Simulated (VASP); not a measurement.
**FeNi3: single point with r2SCAN**

The system is FeNi3.

```
CELL_PARAMETERS angstrom
3.51435 0.00000 0.00000
0.00000 3.51435 0.00000
0.00000 0.00000 3.51435
ATOMIC_POSITIONS crystal
Fe 0.00000 0.00000 0.00000
Ni 0.00000 0.50000 0.50000
Ni 0.50000 0.00000 0.50000
Ni 0.50000 0.50000 0.00000
```

| Property | Result |
| --- | --- |
| Program | VASP 6.6.1 |
| Task | single point |
| Functional | r2SCAN |
| Potentials or basis | VASP PAW PBE potentials, release 64 (Fe, Ni) |
| Cutoff | 520 eV |
| k mesh | 12 × 12 × 12 |
| Occupations | gaussian, width 0.05 eV |
| Spin | collinear spin, ferrimagnetic start |
| Starting moments | [2.5, -0.8, -0.8, -0.8] μB |

```
Pressure                                              : 0.0 GPa
Net moment                                            : 5.26 μB per cell
Site moments                                          : Fe +3.17; Ni +0.73 μB
Valence electrons inside the program's atomic spheres : Fe 7.10; Ni 9.43
```

Levels at points of the mesh, in eV from the Fermi level:
Spin up:
| k point | band 19 | band 20 | band 21 | band 22 | band 23 | band 24 | band 25 | band 26 |
| --- | --- | --- | --- | --- | --- | --- | --- | --- |
| (0.00, 0.00, 0.00) | -1.20 | -1.20 | -1.20 | 2.23 | 2.23 | 2.23 | 9.04 | 9.04 |
| (0.50, 0.00, 0.00) | -2.05 | -1.52 | -1.38 | -1.20 | 7.67 | 7.67 | 7.68 | 7.68 |
| (0.50, 0.50, 0.00) | -2.12 | -1.95 | 0.31 | 0.37 | 0.40 | 0.40 | 11.54 | 11.54 |
| (0.50, 0.50, 0.50) | -1.34 | -1.34 | -0.74 | -0.74 | -0.74 | -0.57 | 5.45 | 5.45 |
Spin down:
| k point | band 12 | band 13 | band 14 | band 15 | band 16 | band 17 | band 18 | band 19 | band 20 | band 21 |
| --- | --- | --- | --- | --- | --- | --- | --- | --- | --- | --- |
| (0.00, 0.00, 0.00) | -0.83 | -0.03 | 0.45 | 0.45 | 0.45 | 1.27 | 1.27 | 1.42 | 1.42 | 1.42 |
| (0.50, 0.00, 0.00) | -1.55 | -1.06 | -1.00 | -1.00 | -0.60 | -0.02 | -0.02 | 0.46 | 0.89 | 0.89 |
| (0.50, 0.50, 0.00) | -1.78 | -1.51 | -1.51 | -1.32 | -0.97 | -0.57 | 0.31 | 0.31 | 0.82 | 1.48 |
| (0.50, 0.50, 0.50) | -1.51 | -1.01 | -1.01 | -1.01 | -0.87 | 0.16 | 0.16 | 0.16 | 0.91 | 0.91 |

It took 16 min on 1 thread of Intel Xeon 8259CL, on a shared host, peak memory 0.31 GiB.

Caveat: the PAW data sets were made with another functional, which shifts forces and pressure a little.
